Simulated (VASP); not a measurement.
# LiAuBr2 (R-3m) in VASP: a series of runs

Runs on LiAuBr2. Level: PBEsol. Tasks: single point, relaxation of cell and atoms.

Everything below comes from runs of VASP 6.6.1. Logs are shortened: lines on timing, memory, paths and dates and some standing lists are left out, and cuts for length are marked.

## (1) The cell of the first run

It takes space group R-3m (No. 166, trigonal). Conventional cell: a = 4.041 Å, b = 4.041 Å, c = 18.488 Å, α = 90.00°, β = 90.00°, γ = 120.00°. Within 3.6 Å of Li (site symmetry -3m) lie 6 Br at 2.77 Å. Au (site symmetry -3m) has 6 Br at 2.82 Å within 3.7 Å. Br (site symmetry 3m) has 3 Li at 2.77 Å and 3 Au at 2.82 Å within 3.6 Å.

## (2) Single point, PBEsol

INCAR

```
ALGO = Normal
EDIFF = 1E-6
ENCUT = 520
GGA = PS
ISIF = 2
ISMEAR = 0
LASPH = T
LCHARG = T
LELF = T
LREAL = F
LVHAR = T
LWAVE = F
NBANDS = 22
NELM = 100
PREC = Accurate
SIGMA = 0.02
```

KPOINTS

```
k-points
0
Gamma
  9 9 9
```

POSCAR

```
LiAuBr2
1.0
    2.0207168877      1.1666614391      6.1628203039
   -2.0207168877      1.1666614391      6.1628203039
    0.0000000000     -2.3333228781      6.1628203039
Li Au Br
1 1 2
Direct
    0.5000000000      0.5000000000      0.5000000000
    0.0000000000      0.0000000000      0.0000000000
    0.7527361001      0.7527361001      0.7527361001
    0.2472638999      0.2472638999      0.2472638999
```

Potentials or basis: VASP PAW PBE potentials, release 64 (Li_sv, Au, Br).

Started as:

```console
> cat potpaw_PBE.64/Li_sv/POTCAR potpaw_PBE.64/Au/POTCAR potpaw_PBE.64/Br/POTCAR > POTCAR
> mpirun -np 1 vasp_std > vasp.out
```

OUTCAR:

```text
EDIFF = 1E-6
   ENCUT = 520
   GGA = PS
   ISIF = 2
   ISMEAR = 0
   LASPH = T
   LREAL = F
   NELM = 100
   PREC = Accurate

 ion  position               nearest neighbor table
   1  0.500  0.500  0.500-
   2  0.000  0.000  0.000-   3 2.82   4 2.82   3 2.82   3 2.82   4 2.82   4 2.82
   3  0.753  0.753  0.753-   2 2.82   2 2.82   2 2.82
   4  0.247  0.247  0.247-   2 2.82   2 2.82   2 2.82

  LATTYP: Found a trigonal (rhomboedric) cell.
 ALAT       =     6.5897458033
 COS(alpha) =     0.8119368902

  Lattice vectors:

 A1 = (   2.0207168877,   1.1666614391,   6.1628203039)
 A2 = (  -2.0207168877,   1.1666614391,   6.1628203039)
 A3 = (   0.0000000000,  -2.3333228781,   6.1628203039)

Analysis of symmetry for initial positions (statically):
=====================================================================
 Subroutine PRICEL returns:
 Original cell was already a primitive cell.

 Routine SETGRP: Setting up the symmetry group for a
 trigonal (rhombohedral) supercell.

 Subroutine GETGRP returns: Found 12 space group operations
 (whereof 12 operations were pure point group operations)
 out of a pool of 12 trial point group operations.

The static configuration has the point symmetry D_3d.

Analysis of symmetry for dynamics (positions and initial velocities):
=====================================================================
 Subroutine PRICEL returns:
 Original cell was already a primitive cell.

 Routine SETGRP: Setting up the symmetry group for a
 trigonal (rhombohedral) supercell.

 Subroutine GETGRP returns: Found 12 space group operations
 (whereof 12 operations were pure point group operations)
 out of a pool of 12 trial point group operations.

The dynamic configuration has the point symmetry D_3d.

 Subroutine INISYM returns: Found 12 space group operations
 (whereof 12 operations are pure point group operations),
 and found     1 'primitive' translations

----------------------------------------------------------------------------------------

                                     Primitive cell

  volume of cell :      87.1728

  direct lattice vectors                    reciprocal lattice vectors
     2.020716888  1.166661439  6.162820304     0.247436938  0.142857783  0.054087790
    -2.020716888  1.166661439  6.162820304    -0.247436938  0.142857783  0.054087790
     0.000000000 -2.333322878  6.162820304     0.000000000 -0.285715566  0.054087790

  length of vectors
     6.589745803  6.589745803  6.589745803     0.290790085  0.290790085  0.290790085

  position of ions in fractional coordinates (direct lattice)
     0.500000000  0.500000000  0.500000000
     0.000000000  0.000000000  0.000000000
     0.752736100  0.752736100  0.752736100
     0.247263900  0.247263900  0.247263900

  ion indices of the primitive-cell ions
   primitive index   ion index
                 1           1
                 2           2
                 3           3
                 4           4

----------------------------------------------------------------------------------------

 KPOINTS: k-points

Automatic generation of k-mesh.
 Grid dimensions read from file:
 generate k-points for:    9    9    9

 Generating k-lattice:

  Cartesian coordinates                     Fractional coordinates (reciprocal lattice)
     0.027492993  0.015873087  0.006009754     0.111111111  0.000000000  0.000000000
    -0.027492993  0.015873087  0.006009754     0.000000000  0.111111111  0.000000000
     0.000000000 -0.031746174  0.006009754    -0.000000000 -0.000000000  0.111111111

  Length of vectors
     0.032310009  0.032310009  0.032310009

  Shift w.r.t. Gamma in fractional coordinates (k-lattice)
     0.000000000  0.000000000  0.000000000

 Subroutine IBZKPT returns following result:
 ===========================================

 Found     85 irreducible k-points:

 Following reciprocal coordinates:
            Coordinates               Weight
  0.000000  0.000000  0.000000      1.000000
  0.111111 -0.000000  0.000000      6.000000
  0.222222 -0.000000 -0.000000      6.000000
  0.333333 -0.000000  0.000000      6.000000
  0.444444 -0.000000 -0.000000      6.000000
  0.111111  0.111111  0.000000      6.000000
[... 16 lines left out ...]
 -0.333333  0.333333  0.000000      6.000000
  0.444444  0.444444 -0.000000      6.000000
 [... further k-points ...]
   k-points           NKPTS =     85   k-points in BZ     NKDIM =     85   number of bands    NBANDS=     22
   number of dos      NEDOS =    301   number of ions     NIONS =      4
   total plane-waves  NPLWV = 125000
   dimension x,y,z NGX =    50 NGY =   50 NGZ =   50
   dimension x,y,z NGXF=   100 NGYF=  100 NGZF=  100
   ions per type =               1   1   2
   NGX,Y,Z   is equivalent  to a cutoff of  12.61, 12.61, 12.61 a.u.
   NGXF,Y,Z  is equivalent  to a cutoff of  25.23, 25.23, 25.23 a.u.
 SYSTEM =  unknown system
   PREC   = accura    normal or accurate (medium, high low for compatibility)
[... 41 lines left out ...]
  energy-cutoff  :      520.00
  volume of cell :       87.17
 maximum number of plane-waves:      2375
 NGX is ok and might be reduce to    50
   NGX = 25   NGY = 25   NGZ = 25

 number of electron      27.9999999 magnetization

 Free energy of the ion-electron system (eV)
  ---------------------------------------------------
  ext. energy  EPLUGINS =         0.00000000
  ---------------------------------------------------
  free energy    TOTEN  =       -11.95651834 eV

  energy without entropy =      -11.95651834  energy(sigma->0) =      -11.95651834

 E-fermi :   3.3468     XC(G=0):  -9.5958

 val. band max:        3.1710237620   @ k =   0.4444   0.4444  -0.0000
 cond. band min:       3.9702313160   @ k =   0.0000   0.0000   0.0000
 fundamental gap:      0.7992075541
 Fermi energy:         3.3467601919

 k-point     1 :       0.0000    0.0000    0.0000
  band No.  band energies     occupation
      1     -42.2403      2.00000
      2     -12.2540      2.00000
      3     -11.6222      2.00000
      4      -2.3756      2.00000
      5      -0.9354      2.00000
      6      -0.9354      2.00000
[... 14 lines left out ...]
     21      12.3380      0.00000
     22      13.2939      0.00000

 k-point     2 :       0.1111   -0.0000    0.0000
  band No.  band energies     occupation
      1     -42.2403      2.00000
      2     -12.2047      2.00000
      3     -11.6166      2.00000
      4      -2.2576      2.00000
      5      -0.9978      2.00000
      6      -0.9203      2.00000
[... 14 lines left out ...]
     21      12.1161      0.00000
     22      12.6691      0.00000

 k-point     3 :       0.2222   -0.0000   -0.0000
  band No.  band energies     occupation
      1     -42.2401      2.00000
      2     -12.0730      2.00000
      3     -11.6051      2.00000
      4      -1.9490      2.00000
      5      -1.1051      2.00000
      6      -0.9083      2.00000
[... 14 lines left out ...]
     21      11.7484      0.00000
     22      11.7695      0.00000

 k-point     4 :       0.3333   -0.0000    0.0000
  band No.  band energies     occupation
      1     -42.2399      2.00000
      2     -11.9048      2.00000
      3     -11.6018      2.00000
      4      -1.7596      2.00000
      5      -1.3993      2.00000
      6      -1.0392      2.00000
[... 14 lines left out ...]
     21      11.2093      0.00000
     22      11.5564      0.00000

 k-point     5 :       0.4444   -0.0000   -0.0000
  band No.  band energies     occupation
      1     -42.2398      2.00000
      2     -11.7675      2.00000
      3     -11.6215      2.00000
      4      -2.0979      2.00000
      5      -1.3032      2.00000
      6      -1.0719      2.00000
[... 417 lines left out ...]
 k-point    22 :      -0.4444    0.3333   -0.0000
  band No.  band energies     occupation
      1     -42.2398      2.00000
      2     -11.7083      2.00000
      3     -11.6248      2.00000
      4      -2.1471      2.00000
      5      -1.3874      2.00000
      6      -1.1145      2.00000
[... 14 lines left out ...]
     21      11.2383      0.00000
     22      12.3719      0.00000

 k-point    23 :      -0.3333    0.3333    0.0000
  band No.  band energies     occupation
      1     -42.2397      2.00000
      2     -11.6508      2.00000
      3     -11.6507      2.00000
      4      -1.9211      2.00000
      5      -1.4709      2.00000
      6      -1.1860      2.00000
[... 14 lines left out ...]
     21      11.0742      0.00000
     22      11.6446      0.00000

 k-point    24 :       0.4444    0.4444   -0.0000
  band No.  band energies     occupation
      1     -42.2398      2.00000
      2     -11.7578      2.00000
      3     -11.6275      2.00000
      4      -2.4277      2.00000
      5      -1.5658      2.00000
      6      -0.7962      2.00000
[... 14 lines left out ...]
     21      12.1255      0.00000
     22      13.5224      0.00000

 [... further k-points ...]

------------------------ aborting loop because EDIFF is reached ----------------------------------------

  FORCE on cell =-STRESS in cart. coord.  units (eV):
  Direction    XX          YY          ZZ          XY          YZ          ZX
  --------------------------------------------------------------------------------------
  -------------------------------------------------------------------------------------
  Total        0.0012513      0.0012513      0.0018437      0.0000000      0.0000000      0.0000000
  in kB        0.0229984      0.0229984      0.0338864      0.0000000      0.0000000      0.0000000
  external PRESSURE =       0.0266278 kB  Pullay stress =       0.0000000 kB

 VOLUME and BASIS-vectors are now :
 -----------------------------------------------------------------------------
  energy-cutoff  :      520.00
  volume of cell :       87.17
      direct lattice vectors                 reciprocal lattice vectors
     2.020716888  1.166661439  6.162820304     0.247436938  0.142857783  0.054087790
    -2.020716888  1.166661439  6.162820304    -0.247436938  0.142857783  0.054087790
     0.000000000 -2.333322878  6.162820304     0.000000000 -0.285715566  0.054087790

 POSITION                                       TOTAL-FORCE (eV/Angst)
 -----------------------------------------------------------------------------------
      0.00000      0.00000      9.24423         0.000000      0.000000     -0.000000
      0.00000      0.00000      0.00000        -0.000000      0.000000     -0.000000
      0.00000      0.00000     13.91693         0.000000     -0.000000     -0.004401
      0.00000      0.00000      4.57153         0.000000      0.000000      0.004401
 -----------------------------------------------------------------------------------
    total drift:                                0.000000      0.000000     -0.000000

  FREE ENERGIE OF THE ION-ELECTRON SYSTEM (eV)
  ---------------------------------------------------
  free  energy   TOTEN  =       -11.9565183417 eV

  energy  without entropy=      -11.9565183417  energy(sigma->0) =      -11.95651834
```

Wall time 2.6 min (1 thread of Intel Xeon 6975P-C (Granite Rapids), shared host); peak memory 0.45 GiB.

What came out:

```yaml
Free_energy: -11.9565 eV
Largest_force: 0.004 eV/Å
Band_gap_on_the_k_mesh: 0.80 eV (least direct gap 1.14 eV)
```

Forces on the atoms (eV/Å):
```
Li   0.000  0.000  0.000
Au   0.000  0.000  0.000
Br   0.000  0.000 -0.004
Br   0.000  0.000  0.004
```

Caveat: the cutoff is under 1.25 times the usual one of these potentials, so pressure, stress and relaxed cells hold a basis-set (Pulay) error; the PAW data sets were made with another functional, which shifts forces and pressure a little; spin-orbit coupling is left out, which moves the levels of the heavy elements. A k mesh can miss the band edges.

## (3) Relaxation of cell and atoms, PBEsol

This run uses another cell than the first one, of 21.47 Å³/atom.

INCAR

```
SYSTEM = LiAuBr2
ALGO = Normal ; EDIFF = 1E-7
EDIFFG = -0.005 ; ENCUT = 600
GGA = PS ; IBRION = 2
ISIF = 3 ; ISMEAR = 0
LASPH = .True. ; LCHARG = .False.
LREAL = .False. ; LWAVE = .False.
NELM = 100 ; NSW = 100
PREC = Accurate ; SIGMA = 0.02
```

KPOINTS

```
k-points
0
Gamma
  9 9 9
  0 0 0
```

POSCAR

```
LiAuBr2
1.0
    1.9652977935      1.1346652101      6.4186357155
   -1.9652977935      1.1346652101      6.4186357155
    0.0000000000     -2.2693304202      6.4186357155
Li Au Br
1 1 2
Direct
    0.5000000000      0.5000000000      0.5000000000
    0.0000000000      0.0000000000      0.0000000000
    0.7500000000      0.7500000000      0.7500000000
    0.2500000000      0.2500000000      0.2500000000
```

Potentials or basis: VASP PAW PBE potentials, release 64 (Li_sv, Au, Br).

Started as:

```console
> cat potpaw_PBE.64/Li_sv/POTCAR potpaw_PBE.64/Au/POTCAR potpaw_PBE.64/Br/POTCAR > POTCAR
> mpirun -np 1 vasp_std > vasp.out
```

It took 29 min on 1 thread of Intel Xeon 6975P-C (Granite Rapids), shared host; peak memory 0.58 GiB.

The run converged. Its results:

```
Free energy                           : -11.9563 eV
Relaxed volume                        : 21.80 Å³/atom
Relaxed cell                          : a = 6.588 Å, b = 6.588 Å, c = 6.588 Å, α = 35.73°, β = 35.73°, γ = 35.73°
Space group after relaxing (to 0.1 Å) : R-3m (No. 166)
Energy gained by relaxing             : 10.7 meV/atom
Ionic steps                           : 14
Pressure after relaxing               : 0.0 GPa
Largest force after relaxing          : 0.004 eV/Å
Band gap on the k mesh                : 0.80 eV (least direct gap 1.14 eV)
```

Forces on the atoms (eV/Å):
```
Li   0.000  0.000  0.000
Au   0.000  0.000  0.000
Br   0.000  0.000 -0.004
Br   0.000  0.000  0.004
```

The path:
```
step  energy change (eV)  largest force (eV/Å)  pressure (GPa)  volume (Å³)
   1              0.0000                0.3726            1.60        85.88
   2             -0.0249                0.1513           -0.19        88.56
   3             -0.0254                0.1176           -0.46        89.02
   4             -0.0314                0.0891           -0.36        88.58
   5             -0.0399                0.0228           -0.11        87.59
   6             -0.0355                0.1258            0.51        85.56
   7             -0.0417                0.0220            0.09        86.90
   8             -0.0417                0.0252            0.11        86.86
   9             -0.0421                0.0334           -0.03        87.13
  10             -0.0422                0.0385           -0.12        87.30
  11             -0.0425                0.0275           -0.08        87.25
  12             -0.0427                0.0097            0.00        87.16
  13             -0.0427                0.0053            0.02        87.14
  14             -0.0427                0.0041            0.00        87.18
```

Final structure:
```cif
data_structure
_symmetry_space_group_name_H-M 'P 1'
_symmetry_Int_Tables_number 1
_cell_length_a 6.5879
_cell_length_b 6.5879
_cell_length_c 6.5879
_cell_angle_alpha 35.733
_cell_angle_beta 35.733
_cell_angle_gamma 35.733
_cell_volume 87.18
loop_
_atom_site_label
_atom_site_type_symbol
_atom_site_fract_x
_atom_site_fract_y
_atom_site_fract_z
_atom_site_occupancy
Li1 Li 0.50000 0.50000 0.50000 1
Au1 Au 0.00000 0.00000 0.00000 1
Br1 Br 0.75273 0.75273 0.75273 1
Br2 Br 0.24727 0.24727 0.24727 1
```

Levels at points of the mesh, in eV from the valence-band top:
```csv
k point,band 12,band 13,band 14,band 15,band 16,band 17
"(0.00, 0.00, 0.00)",-1.77,-0.34,-0.34,0.80,3.24,5.88
```

Caveat: the cutoff is under 1.25 times the usual one of these potentials, so pressure, stress and relaxed cells hold a basis-set (Pulay) error; the PAW data sets were made with another functional, which shifts forces and pressure a little; spin-orbit coupling is left out, which moves the levels of the heavy elements. A k mesh can miss the band edges.

## (4) Single point, PBEsol

INCAR

```
ALGO     = Normal         # electronic algorithm
EDIFF    = 1E-7           # SCF threshold, eV
ENCUT    = 520            # plane-wave cutoff, eV
GGA      = PS             # functional
ISIF     = 2              # what is computed and relaxed
ISMEAR   = 0              # smearing method
LASPH    = T              # aspherical terms in the spheres
LCHARG   = F              # write CHGCAR
LREAL    = F              # projectors in reciprocal space
LWAVE    = F              # write WAVECAR
NBANDS   = 22             # bands
NELM     = 100            # most SCF steps
PREC     = Accurate       # precision mode
SIGMA    = 0.01           # smearing width, eV
```

KPOINTS

```
k-points
0
Gamma
  9 9 9
```

POSCAR

```
LiAuBr2
1.0
    2.0212775041      1.1669851111      6.1660542551
   -2.0212775041      1.1669851111      6.1660542551
    0.0000000000     -2.3339702222      6.1660542551
Li Au Br
1 1 2
Direct
    0.5000000000      0.5000000000      0.5000000000
    0.0000000000      0.0000000000      0.0000000000
    0.7526949055      0.7526949055      0.7526949055
    0.2473050945      0.2473050945      0.2473050945
```

Started as:

```console
> cat potpaw_PBE.64/Li_sv/POTCAR potpaw_PBE.64/Au/POTCAR potpaw_PBE.64/Br/POTCAR > POTCAR
> mpirun -np 1 vasp_std > vasp.out
```

Run time: 3.5 min. Hardware: 1 thread of Intel Xeon 6975P-C (Granite Rapids), shared host; peak memory 0.45 GiB.

Results (log left out):

| Quantity | Value |
| --- | --- |
| Free energy | -11.9565 eV |
| Largest force | 0.004 eV/Å |
| Band gap on the k mesh | 0.80 eV (least direct gap 1.13 eV) |

Forces on the atoms (eV/Å):
```
Li   0.000  0.000  0.000
Au   0.000  0.000  0.000
Br   0.000  0.000 -0.004
Br   0.000  0.000  0.004
```

Levels at points of the mesh, in eV from the valence-band top:
```csv
k point,band 10,band 11,band 12,band 13,band 14,band 15,band 16,band 17,band 18,band 19
"(0.00, 0.00, 0.00)",-2.13,-2.10,-1.77,-0.33,-0.33,0.80,3.25,5.89,5.89,7.97
```

Caveat: the cutoff is under 1.25 times the usual one of these potentials, so pressure, stress and relaxed cells hold a basis-set (Pulay) error; the PAW data sets were made with another functional, which shifts forces and pressure a little; spin-orbit coupling is left out, which moves the levels of the heavy elements. A k mesh can miss the band edges.

## (5) Summary

| task | cell | cutoff (eV) | smearing | gap on the mesh (eV) |
| --- | --- | --- | --- | --- |
| single point | a = 6.590 Å, angles 35.7°, 4 atoms, atomic positions A | 520 | gaussian 0.02 eV | 0.80 |
| relaxation of cell and atoms | relaxed from a = 6.808 Å, angles 33.6°, 4 atoms, atomic positions B | 600 | gaussian 0.02 eV | 0.80 |
| single point | a = 6.593 Å, angles 35.7°, 4 atoms, atomic positions C | 520 | gaussian 0.01 eV | 0.80 |

Alike in all rows: level PBEsol; potentials or basis VASP PAW PBE potentials, release 64 (Li_sv, Au, Br); no spin polarisation; k mesh 9 × 9 × 9.

Caveats: the cutoff is under 1.25 times the usual one of these potentials, so pressure, stress and relaxed cells hold a basis-set (Pulay) error; the PAW data sets were made with another functional, which shifts forces and pressure a little; spin-orbit coupling is left out, which moves the levels of the heavy elements.

Absolute energies hang on the potentials; compare differences alone.
